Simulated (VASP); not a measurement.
# BaS (I4/mmm) in VASP: notebook

Runs on BaS. Level: PBE. Tasks: single point.

Program: VASP 6.6.1. These are calculated values, not measurements. Logs are shortened: lines on timing, memory, paths and dates and some standing lists are left out, and cuts for length are marked.

**1. The cell of the first run**

The structure is tetragonal, space group I4/mmm (No. 139). The conventional cell has a = 4.588 Å, b = 4.588 Å, c = 6.403 Å, α = 90.00°, β = 90.00°, γ = 90.00°. Within 4.2 Å of Ba (site symmetry 4/mmm) lie 6 S at 3.20 to 3.24 Å. S (site symmetry 4/mmm) has 6 Ba at 3.20 to 3.24 Å within 4.2 Å.

**2. Single point, PBE (epitaxial xy strain +1.0%)**

Contents of INCAR:

```
PREC = Accurate
ENCUT = 520
EDIFF = 1E-6
ISMEAR = 0
SIGMA = 0.01
LREAL = F
LASPH = T
NELM = 80
ALGO = Normal
ISIF = 2
LWAVE = F
LCHARG = F
GGA = PE
NBANDS = 15
```

Contents of KPOINTS:

```
regular mesh
0
Gamma
  4 4 4
```

Contents of POSCAR:

```
BaS
1.0
    0.0000000000      3.2439138341      3.2013870227
    3.2439138341      0.0000000000      3.2013870227
    3.2439138341      3.2439138341      0.0000000000
Ba S
1 1
Direct
    0.0000000000      0.0000000000      0.0000000000
    0.5000000000      0.5000000000      0.5000000000
```

Potentials or basis: VASP PAW PBE potentials, release 64 (Ba_sv, S).

Launch:

```console
> cat potpaw_PBE.64/Ba_sv/POTCAR potpaw_PBE.64/S/POTCAR > POTCAR
> mpirun -np 1 vasp_std > vasp.out
```

OUTCAR:

```text
PREC = Accurate
   ENCUT = 520
   EDIFF = 1E-6
   ISMEAR = 0
   LREAL = F
   LASPH = T
   NELM = 80
   ISIF = 2
   GGA = PE

 ion  position               nearest neighbor table
   1  0.000  0.000  0.000-   2 3.20   2 3.20   2 3.24   2 3.24   2 3.24   2 3.24
   2  0.500  0.500  0.500-   1 3.20   1 3.20   1 3.24   1 3.24   1 3.24   1 3.24

  LATTYP: Found a body centered tetragonal cell.
 ALAT       =     4.5875869394
 C/A-ratio  =     1.3956736145

  Lattice vectors:

 A1 = (   0.0000000000,  -3.2439138341,  -3.2013870227)
 A2 = (   0.0000000000,   3.2439138341,  -3.2013870227)
 A3 = (   3.2439138341,   0.0000000000,   3.2013870227)

Analysis of symmetry for initial positions (statically):
=====================================================================
 Subroutine PRICEL returns:
 Original cell was already a primitive cell.

 Routine SETGRP: Setting up the symmetry group for a
 body centered tetragonal supercell.

 Subroutine GETGRP returns: Found 16 space group operations
 (whereof 16 operations were pure point group operations)
 out of a pool of 16 trial point group operations.

The static configuration has the point symmetry D_4h.

Analysis of symmetry for dynamics (positions and initial velocities):
=====================================================================
 Subroutine PRICEL returns:
 Original cell was already a primitive cell.

 Routine SETGRP: Setting up the symmetry group for a
 body centered tetragonal supercell.

 Subroutine GETGRP returns: Found 16 space group operations
 (whereof 16 operations were pure point group operations)
 out of a pool of 16 trial point group operations.

The dynamic configuration has the point symmetry D_4h.

 Subroutine INISYM returns: Found 16 space group operations
 (whereof 16 operations are pure point group operations),
 and found     1 'primitive' translations

----------------------------------------------------------------------------------------

                                     Primitive cell

  volume of cell :      67.3762

  direct lattice vectors                    reciprocal lattice vectors
     0.000000000  3.243913834  3.201387023    -0.154134797  0.154134797  0.156182304
     3.243913834  0.000000000  3.201387023     0.154134797 -0.154134797  0.156182304
     3.243913834  3.243913834  0.000000000     0.154134797  0.154134797 -0.156182304

  length of vectors
     4.557615147  4.557615147  4.587586939     0.268156639  0.268156639  0.268156639

  position of ions in fractional coordinates (direct lattice)
     0.000000000  0.000000000  0.000000000
     0.500000000  0.500000000  0.500000000

  ion indices of the primitive-cell ions
   primitive index   ion index
                 1           1
                 2           2

----------------------------------------------------------------------------------------

 KPOINTS: regular mesh

Automatic generation of k-mesh.
 Grid dimensions read from file:
 generate k-points for:    4    4    4

 Generating k-lattice:

  Cartesian coordinates                     Fractional coordinates (reciprocal lattice)
    -0.038533699  0.038533699  0.039045576     0.250000000  0.000000000  0.000000000
     0.038533699 -0.038533699  0.039045576     0.000000000  0.250000000  0.000000000
     0.038533699  0.038533699 -0.039045576     0.000000000  0.000000000  0.250000000

  Length of vectors
     0.067039160  0.067039160  0.067039160

  Shift w.r.t. Gamma in fractional coordinates (k-lattice)
     0.000000000  0.000000000  0.000000000

 Subroutine IBZKPT returns following result:
 ===========================================

 Found     13 irreducible k-points:

 Following reciprocal coordinates:
            Coordinates               Weight
  0.000000  0.000000  0.000000      1.000000
  0.250000  0.000000  0.000000      8.000000
  0.500000  0.000000  0.000000      4.000000
  0.250000  0.250000  0.000000      2.000000
  0.500000  0.250000  0.000000      8.000000
 -0.250000  0.250000  0.000000      4.000000
  0.500000  0.500000  0.000000      1.000000
  0.250000  0.000000  0.250000      4.000000
  0.500000  0.000000  0.250000     16.000000
 -0.250000  0.000000  0.250000      8.000000
 -0.250000  0.500000  0.250000      4.000000
  0.500000  0.000000  0.500000      2.000000
 -0.250000  0.250000  0.500000      2.000000
   k-points           NKPTS =     13   k-points in BZ     NKDIM =     13   number of bands    NBANDS=     15
   number of dos      NEDOS =    301   number of ions     NIONS =      2
   total plane-waves  NPLWV =  46656
   dimension x,y,z NGX =    36 NGY =   36 NGZ =   36
   dimension x,y,z NGXF=    72 NGYF=   72 NGZF=   72
   ions per type =               1   1
   NGX,Y,Z   is equivalent  to a cutoff of  13.13, 13.13, 13.05 a.u.
   NGXF,Y,Z  is equivalent  to a cutoff of  26.26, 26.26, 26.09 a.u.
 SYSTEM =  unknown system
   PREC   = accura    normal or accurate (medium, high low for compatibility)
   ISTART =      0    job   : 0-new  1-cont  2-samecut
   ICHARG =      2    charge: 1-file 2-atom 10-const
   ISPIN  =      1    spin polarized calculation?
   LNONCOLLINEAR =      F non collinear calculations
   LSORBIT =      F    spin-orbit coupling
   LASPH  =      T    aspherical Exc in radial PAW
   ENCUT  =  520.0 eV  38.22 Ry    6.18 a.u.   8.47  8.47  8.53*2*pi/ulx,y,z
   NELM   =     80;   NELMIN=  2; NELMDL= -5     # of ELM steps
   EDIFF  = 0.1E-05   stopping-criterion for ELM
   LREAL  =      F    real-space projection
   EDIFFG = 0.1E-04   stopping-criterion for IOM
   NSW    =      0    number of steps for IOM
   IBRION =     -1    ionic relax: 0-MD 1-quasi-New 2-CG
   NFREE  =      0    steps in history (QN), initial steepest desc. (CG)
   ISIF   =      2    stress and relaxation
   ISYM   =      2    0-nonsym 1-usesym 2-fastsym
   POTIM  = 0.5000    time-step for ionic-motion
   TEBEG  =    0.0;   TEEND  =   0.0 temperature during run
   PSTRESS=    0.0 pullay stress
   NELECT =      16.0000    total number of electrons
   NUPDOWN=      -1.0000    fix difference up-down
   EMIN   =  10.00;   EMAX   =-10.00  energy-range for DOS
   EFERMI =   0.00;   METHOD = LEGACY
   ISMEAR =     0;   SIGMA  =   0.01  broadening in eV -4-tet -1-fermi 0-gaus
   EFERMI_NEDOS =   21; number of points for ismear=-14 and -15
   IALGO  =     38    algorithm
   IMIX   =      4    mixing-type and parameters
     AMIX     =   0.40;   BMIX     =  1.00
     AMIX_MAG =   1.60;   BMIX_MAG =  1.00
  volume/ion in A,a.u.               =      33.69       227.34
  Fermi-wavevector in a.u.,A,eV,Ry     =   1.013785  1.915776 13.983526  1.027760
  Thomas-Fermi vector in A             =   2.146974
   LORBIT       =      0    0 simple, 1 ext, 2 COOP (PROOUT), +10 PAW based schemes
   GGA     = PE    functional components
   LHFCALC =     F    Hartree Fock is set to
   AEXX    =    0.0000 exact exchange contribution
   IVDW    =     0    specifies the selected vdW correction
   LEPSILON=     F    determine dielectric tensor
   LRPA    =     F    only Hartree local field effects (RPA)
 non-spin polarized calculation
 Gauss-broadening in eV      SIGMA  =   0.01
  energy-cutoff  :      520.00
  volume of cell :       67.38
 maximum number of plane-waves:      1830
 NGX is ok and might be reduce to    36
   NGX = 17   NGY = 17   NGZ = 17

 number of electron      16.0000001 magnetization

 Free energy of the ion-electron system (eV)
  ---------------------------------------------------
  ext. energy  EPLUGINS =         0.00000000
  ---------------------------------------------------
  free energy    TOTEN  =       -10.18786983 eV

  energy without entropy =      -10.18786983  energy(sigma->0) =      -10.18786983

 E-fermi :   1.4451     XC(G=0):  -8.4853

 val. band max:        1.3154791573   @ k =   0.0000   0.0000   0.0000
 cond. band min:       3.4389952016   @ k =   0.5000   0.5000   0.0000
 fundamental gap:      2.1235160443
 Fermi energy:         1.4451098674

 k-point     1 :       0.0000    0.0000    0.0000
  band No.  band energies     occupation
      1     -24.9009      2.00000
      2      -9.9601      2.00000
      3      -9.9601      2.00000
      4      -9.9591      2.00000
      5      -9.0197      2.00000
      6       1.2764      2.00000
      7       1.2764      2.00000
      8       1.3155      2.00000
      9       4.7176      0.00000
     10       5.1164      0.00000
     11       5.1164      0.00000
     12       5.2050      0.00000
     13       5.9989      0.00000
     14       6.0822      0.00000
     15       9.9624      0.00000

 k-point     2 :       0.2500    0.0000    0.0000
  band No.  band energies     occupation
      1     -24.8821      2.00000
      2     -10.5808      2.00000
      3      -9.9807      2.00000
      4      -9.9744      2.00000
      5      -8.3505      2.00000
      6       0.1800      2.00000
      7       0.6974      2.00000
      8       0.7034      2.00000
      9       5.3549      0.00000
     10       5.9820      0.00000
     11       6.0113      0.00000
     12       6.4692      0.00000
     13       7.4917      0.00000
     14       7.6190      0.00000
     15      11.6945      0.00000

 k-point     3 :       0.5000    0.0000    0.0000
  band No.  band energies     occupation
      1     -24.8632      2.00000
      2     -10.9523      2.00000
      3     -10.0010      2.00000
      4      -9.9889      2.00000
      5      -7.9251      2.00000
      6      -0.5773      2.00000
      7       0.2593      2.00000
      8       0.2676      2.00000
      9       6.7123      0.00000
     10       6.8728      0.00000
     11       7.4488      0.00000
     12       7.4776      0.00000
     13       9.8670      0.00000
     14      10.0303      0.00000
     15      10.1217      0.00000

 k-point     4 :       0.2500    0.2500    0.0000
  band No.  band energies     occupation
      1     -24.8754      2.00000
      2     -10.4867      2.00000
      3     -10.0483      2.00000
      4     -10.0483      2.00000
      5      -8.4650      2.00000
      6       0.0265      2.00000
      7       1.0965      2.00000
      8       1.0965      2.00000
      9       4.1289      0.00000
     10       5.7844      0.00000
     11       6.5009      0.00000
     12       6.9611      0.00000
     13       6.9611      0.00000
     14       9.4149      0.00000
     15      12.5978      0.00000
[... 109 lines left out ...]
 k-point    11 :      -0.2500    0.5000    0.2500
  band No.  band energies     occupation
      1     -24.8514      2.00000
      2     -10.3925      2.00000
      3     -10.2627      2.00000
      4     -10.2619      2.00000
      5      -8.4931      2.00000
      6       0.2343      2.00000
      7       0.7656      2.00000
      8       0.8238      2.00000
      9       5.5080      0.00000
     10       5.5125      0.00000
     11       7.4365      0.00000
     12       8.0433      0.00000
     13       8.6389      0.00000
     14      10.4380      0.00000
     15      11.6917      0.00000

 k-point    12 :       0.5000    0.0000    0.5000
  band No.  band energies     occupation
      1     -24.8528      2.00000
      2     -10.3855      2.00000
      3     -10.1311      2.00000
      4     -10.1183      2.00000
      5      -8.9239      2.00000
      6       0.7087      2.00000
      7       1.1234      2.00000
      8       1.1668      2.00000
      9       3.4486      0.00000
     10       7.0418      0.00000
     11       7.1878      0.00000
     12       8.5447      0.00000
     13       8.6514      0.00000
     14       8.7227      0.00000
     15       9.6559      0.00000

 k-point    13 :      -0.2500    0.2500    0.5000
  band No.  band energies     occupation
      1     -24.8524      2.00000
      2     -10.4334      2.00000
      3     -10.2542      2.00000
      4     -10.2542      2.00000
      5      -8.4297      2.00000
      6       0.1950      2.00000
      7       0.7544      2.00000
      8       0.7544      2.00000
      9       5.5985      0.00000
     10       5.5985      0.00000
     11       7.3519      0.00000
     12       7.9716      0.00000
     13       8.5684      0.00000
     14      10.6820      0.00000
     15      11.6172      0.00000

------------------------ aborting loop because EDIFF is reached ----------------------------------------

  FORCE on cell =-STRESS in cart. coord.  units (eV):
  Direction    XX          YY          ZZ          XY          YZ          ZX
  --------------------------------------------------------------------------------------
  -------------------------------------------------------------------------------------
  Total       -0.1430213     -0.1430213      0.2764980      0.0000000     -0.0000000      0.0000000
  in kB       -3.4009826     -3.4009826      6.5749998      0.0000000     -0.0000000      0.0000000
  external PRESSURE =      -0.0756552 kB  Pullay stress =       0.0000000 kB

 VOLUME and BASIS-vectors are now :
 -----------------------------------------------------------------------------
  energy-cutoff  :      520.00
  volume of cell :       67.38
      direct lattice vectors                 reciprocal lattice vectors
     0.000000000  3.243913834  3.201387023    -0.154134797  0.154134797  0.156182304
     3.243913834  0.000000000  3.201387023     0.154134797 -0.154134797  0.156182304
     3.243913834  3.243913834  0.000000000     0.154134797  0.154134797 -0.156182304

 POSITION                                       TOTAL-FORCE (eV/Angst)
 -----------------------------------------------------------------------------------
      0.00000      0.00000      0.00000        -0.000000      0.000000      0.000000
      3.24391      3.24391      3.20139         0.000000     -0.000000      0.000000
 -----------------------------------------------------------------------------------
    total drift:                                0.000000      0.000000      0.000000

  FREE ENERGIE OF THE ION-ELECTRON SYSTEM (eV)
  ---------------------------------------------------
  free  energy   TOTEN  =       -10.1878698271 eV

  energy  without entropy=      -10.1878698271  energy(sigma->0) =      -10.18786983
```

Run time: 11 s. Hardware: 1 thread of AMD EPYC 9R45 (Zen 5), shared host; peak memory 0.17 GiB.

What came out:

```yaml
Free_energy: -10.1879 eV
Pressure: 0.0 GPa
Band_gap_on_the_k_mesh: 2.12 eV, indirect (least direct gap 2.28 eV)
```

Caveat: the k points lie up to 0.42 Å⁻¹ apart; the cell differs from its parent crystal (epitaxial xy strain +1.0%); spin-orbit coupling is left out, which moves the levels of the heavy elements.

**3. Single point, PBE (uniaxial x strain +3.0%)**

Contents of INCAR:

```
SYSTEM = BaS
PREC = Accurate
ENCUT = 520
EDIFF = 1E-6
ISMEAR = 0
SIGMA = 0.01
LREAL = .FALSE.
LASPH = .TRUE.
NELM = 80
ALGO = Normal
ISIF = 2
LWAVE = .FALSE.
LCHARG = .FALSE.
GGA = PE
NBANDS = 15
```

Contents of KPOINTS:

```
regular mesh
0
G
  4 4 4
  0 0 0
```

Contents of POSCAR:

```
BaS
1.0
    0.0000000000      3.2117958753      3.2117958753
    3.3081497516      0.0000000000      3.2117958753
    3.3081497516      3.2117958753      0.0000000000
Ba S
1 1
Direct
    0.0000000000      0.0000000000      0.0000000000
    0.5000000000      0.5000000000      0.5000000000
```

Potentials or basis: VASP PAW PBE potentials, release 64 (Ba_sv, S).

Launch:

```console
> cat potpaw_PBE.64/Ba_sv/POTCAR potpaw_PBE.64/S/POTCAR > POTCAR
> mpirun -np 1 vasp_std > vasp.out
```

It took 11 s on 1 thread of AMD EPYC 9R45 (Zen 5), shared host; peak memory 0.17 GiB.

It converged, with:

```
Free energy            : -10.1801 eV
Pressure               : -0.5 GPa
Band gap on the k mesh : 2.14 eV, indirect (least direct gap 2.30 eV)
```

Stress tensor (GPa, compression positive):
```
-1.73  0.00  0.00
 0.00  0.19  0.00
 0.00  0.00  0.19
```

Levels at points of the mesh, in eV from the valence-band top:
| k point | band 5 | band 6 | band 7 | band 8 | band 9 | band 10 | band 11 | band 12 |
| --- | --- | --- | --- | --- | --- | --- | --- | --- |
| (0.00, 0.00, 0.00) | -10.32 | -0.08 | 0.00 | 0.00 | 3.32 | 3.70 | 3.89 | 3.89 |
| (0.50, 0.00, 0.00) | -9.27 | -1.87 | -1.04 | -1.02 | 5.35 | 5.51 | 6.07 | 6.14 |
| (0.50, 0.50, 0.00) | -10.22 | -0.55 | -0.24 | -0.16 | 2.14 | 5.61 | 5.92 | 7.07 |
| (0.00, 0.50, 0.50) | -10.22 | -0.68 | -0.15 | -0.15 | 2.16 | 5.72 | 5.74 | 7.22 |

Caveat: the cell differs from its parent crystal (uniaxial x strain +3.0%); spin-orbit coupling is left out, which moves the levels of the heavy elements. A k mesh can miss the band edges.

(Part 1 of 2 ends here.)
